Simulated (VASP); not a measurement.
Write the native input for VASP 6.6.1 that does the following.

- Task: single point
- Functional: LDA
- Potentials or basis: VASP PAW LDA potentials, release 64 (Ti_sv)
- Cutoff: 520 eV
- k mesh: 22 × 22 × 22
- Occupations: gaussian, width 0.15 eV
- Spin: no spin polarisation
- Dipole correction: no
- Further INCAR settings: ALGO = Fast; EDIFF = 1e-06; NBANDS = 12

The structure of Ti lies in POSCAR:

```
Ti
1.0
    0.0000000000      2.0247322384      2.1873182372
    2.0247322384      0.0000000000      2.1873182372
    2.0247322384      2.0247322384      0.0000000000
Ti
1
Direct
    0.0000000000      0.0000000000      0.0000000000
```

This cell differs from its parent crystal: volume 17.934 Å^3 an atom, c/a of the conventional cell 1.0803.

The input as run:

INCAR

```
  PREC = Accurate
  ENCUT = 520
  EDIFF = 1E-6
  ISMEAR = 0
  SIGMA = 0.15
  LREAL = F
  LASPH = T
  NELM = 80
  ALGO = Fast
  ISIF = 2
  LWAVE = F
  LCHARG = F
  NBANDS = 12
```

KPOINTS

```
regular mesh
0
Gamma
  22 22 22
```

Potentials or basis: VASP PAW LDA potentials, release 64 (Ti_sv).

Launch:

```console
$ cat potpaw_LDA.64/Ti_sv/POTCAR > POTCAR
$ mpirun -np 1 vasp_std > vasp.out
```

It gave:

```json
{
  "Pressure": "-11.5 GPa",
  "Band gap on the k mesh": "zero (band 6 reaches 8.28 eV, above the bottom of band 7 at 7.13 eV)"
}
```

Run time: 2.9 min on 1 thread of AMD EPYC 9R45 96-Core Processor (Zen 5), on a shared host, peak memory 0.24 GiB.
